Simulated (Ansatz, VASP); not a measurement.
MgS: VASP beside Ansatz

Contents of INCAR:

```
SYSTEM = MgS
PREC = Accurate
ENCUT = 600
EDIFF = 1E-6
ISMEAR = 0
SIGMA = 0.1
LREAL = .False.
LASPH = .True.
NELM = 120
ALGO = Normal
ISIF = 2
LWAVE = .False.
LCHARG = .False.
GGA = B5
ALDAX = 1.0
AGGAX = 1.0
AGGAC = 1.0
ALDAC = 0.0
IVDW = 13
VDW_S6 = 1.0
VDW_S8 = 2.34076671
VDW_A1 = 0.44488865
VDW_A2 = 4.0933009
NBANDS = 16
GGA_COMPAT = .False.
```

KPOINTS

```
Automatic mesh
0
Gamma
  6 6 2
  0 0 0
```

File POSCAR:

```
MgS
1.0
    4.0346224068      0.0000000000      0.0000000000
   -2.0173112034      3.4940854990      0.0000000000
    0.0000000000      0.0000000000      6.4322941800
Mg S
2 2
Direct
    0.6666666667      0.3333333333      0.4957548500
    0.3333333333      0.6666666667      0.9957548500
    0.3333333333      0.6666666667      0.3792441500
    0.6666666667      0.3333333333      0.8792441500
```

Input for Ansatz:

```yaml
crystal:
  lattice:
    - [4.0346224068, 0.0, 0.0]
    - [-2.0173112034, 3.494085499, 0.0]
    - [0.0, 0.0, 6.43229418]
  atoms:
    - { symbol: Mg, position: [0.6666666667, 0.3333333333, 0.49575485] }
    - { symbol: Mg, position: [0.3333333333, 0.6666666667, 0.99575485] }
    - { symbol: S, position: [0.3333333333, 0.6666666667, 0.37924415] }
    - { symbol: S, position: [0.6666666667, 0.3333333333, 0.87924415] }
basis:
  ecutwfc: 420
kpoints:
  mp_grid: { grid: [6, 6, 2] }
hamiltonian:
  xc: blyp
  dispersion: d4
scf:
  occupations: { method: gaussian, width: 0.1 }
output:
  forces: true
  stress: true
  eigenvalues: true
```

Alike in both runs: task single point; functional BLYP; dispersion D4; k mesh 6 × 6 × 2; occupations gaussian, width 0.1 eV; no spin polarisation.

|  | VASP | Ansatz |
| --- | --- | --- |
| version | VASP 6.6.1 | Ansatz 0.2.0 |
| potentials or method | VASP PAW PBE potentials, release 64 (Mg, S), cutoff 600 eV | scalar-relativistic, plane waves, PAW |
| valence electrons in the cell | 16 | 32 |

|  | VASP | Ansatz | Ansatz less VASP |
| --- | --- | --- | --- |
| gap on the k mesh at the Fermi level (eV) | 3.56 | 3.56 | -0.006 |
| least direct gap on the mesh (eV) | 3.56 | 3.56 | -0.006 |
| pressure (GPa) | -1.2 | -1.1 | +0.07 |
| rms of the force components (eV/Å) | 0.037 | 0.036 | -0.0010 |

VASP's potentials were made for PBE, not for BLYP. Atom by atom the forces differ by 0.001 eV/Å (rms over components). VASP's potentials hold 16 valence electrons a cell and Ansatz's 32, so a difference there can come from the potentials and not from the codes.

The k mesh is coarse, so the values compare programs but aren't converged.
